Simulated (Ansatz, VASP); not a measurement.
**Ca2Ag2O in VASP and in Ansatz**

The input INCAR:

```
SYSTEM = Ca2Ag2O
  PREC = Accurate
  ENCUT = 520
  EDIFF = 1E-7
  ISMEAR = 0
  SIGMA = 0.1
  LREAL = .False.
  LASPH = .True.
  NELM = 80
  ALGO = Normal
  ISIF = 2
  LWAVE = .False.
  LCHARG = .True.
  GGA = PE
  LELF = .True.
  LVHAR = .True.
  NBANDS = 59
```

KPOINTS

```
regular mesh
0
Gamma
  4 4 4
  0 0 0
```

File POSCAR:

```
Ca2Ag2O
1.0
    0.0000000000      4.6287325800      4.6287325800
    4.6287325800      0.0000000000      4.6287325800
    4.6287325800      4.6287325800      0.0000000000
Ca Ag O
4 4 2
Direct
    0.6250000000      0.6250000000      0.6250000000
    0.6250000000      0.6250000000      0.1250000000
    0.6250000000      0.1250000000      0.6250000000
    0.1250000000      0.6250000000      0.6250000000
    0.1250000000      0.1250000000      0.1250000000
    0.1250000000      0.1250000000      0.6250000000
    0.1250000000      0.6250000000      0.1250000000
    0.6250000000      0.1250000000      0.1250000000
    0.2500000000      0.2500000000      0.2500000000
    0.0000000000      0.0000000000      0.0000000000
```

Input for Ansatz:

```yaml
crystal:
  lattice:
    - [0.0, 4.62873258, 4.62873258]
    - [4.62873258, 0.0, 4.62873258]
    - [4.62873258, 4.62873258, 0.0]
  atoms:
    - { symbol: Ca, position: [0.625, 0.625, 0.625] }
    - { symbol: Ca, position: [0.625, 0.625, 0.125] }
    - { symbol: Ca, position: [0.625, 0.125, 0.625] }
    - { symbol: Ca, position: [0.125, 0.625, 0.625] }
    - { symbol: Ag, position: [0.125, 0.125, 0.125] }
    - { symbol: Ag, position: [0.125, 0.125, 0.625] }
    - { symbol: Ag, position: [0.125, 0.625, 0.125] }
    - { symbol: Ag, position: [0.625, 0.125, 0.125] }
    - { symbol: O, position: [0.25, 0.25, 0.25] }
    - { symbol: O, position: [0.0, 0.0, 0.0] }
basis:
  ecutwfc: 420
kpoints:
  mp_grid: { grid: [4, 4, 4] }
hamiltonian:
  xc: pbe
scf:
  occupations: { method: gaussian, width: 0.1 }
  lower_state_search: "off"
output:
  forces: true
  stress: true
  eigenvalues: true
```

Alike in both runs: task single point; functional PBE; k mesh 4 × 4 × 4; occupations gaussian, width 0.1 eV; no spin polarisation.

```csv
,VASP,Ansatz
version,VASP 6.6.1,Ansatz 0.2.0
potentials or method,"VASP PAW PBE potentials, release 64 (Ca_sv, Ag, O), cutoff 520 eV","scalar-relativistic, plane waves, PAW"
valence electrons in the cell,96,128
```

|  | VASP | Ansatz | Ansatz less VASP |
| --- | --- | --- | --- |
| gap on the k mesh at the Fermi level (eV) | none | none | - |
| pressure (GPa) | 17.4 | 17.4 | +0.02 |

A gap of «none» marks a metal or a gap that the smearing closes. VASP's potentials hold 96 valence electrons a cell and Ansatz's 128, so a difference there can come from the potentials and not from the codes.
